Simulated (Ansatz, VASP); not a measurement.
WI6: VASP beside Ansatz

```
W I
1.0
     0.00000    5.78444    5.78444
     5.78444    0.00000    5.78444
     5.78444    5.78444    0.00000
W I
1 6
Direct
  0.00000 0.00000 0.00000
  0.76565 0.23435 0.23435
  0.23435 0.76565 0.76565
  0.23435 0.76565 0.23435
  0.76565 0.23435 0.76565
  0.23435 0.23435 0.76565
  0.76565 0.76565 0.23435
```

Alike in both runs: task single point; functional PBE; k mesh 6 × 6 × 6; occupations gaussian, width 0.01 eV; no spin polarisation.

|  | VASP | Ansatz |
| --- | --- | --- |
| version | VASP 6.6.1 | Ansatz 0.2.0 |
| potentials or method | VASP PAW PBE potentials, release 64 (W_sv, I), cutoff 520 eV | scalar-relativistic, plane waves, PAW |
| valence electrons in the cell | 56 | 116 |

```tsv
	VASP	Ansatz	Ansatz less VASP
gap on the k mesh at the Fermi level (eV)	0.19	0.18	-0.003
least direct gap on the mesh (eV)	0.19	0.19	-0.003
pressure (GPa)	0.0	0.0	+0.01
rms of the force components (eV/Å)	0.004	0.004	-0.0005
```

Atom by atom the forces differ by 0.001 eV/Å (rms over components). With one functional, cell and mesh, what is left measures potentials, basis and numerics. VASP's potentials hold 56 valence electrons a cell and Ansatz's 116, so a difference there can come from the potentials and not from the codes. Ansatz's warnings: xc potential rough in thin density.

Spin-orbit coupling is off throughout.
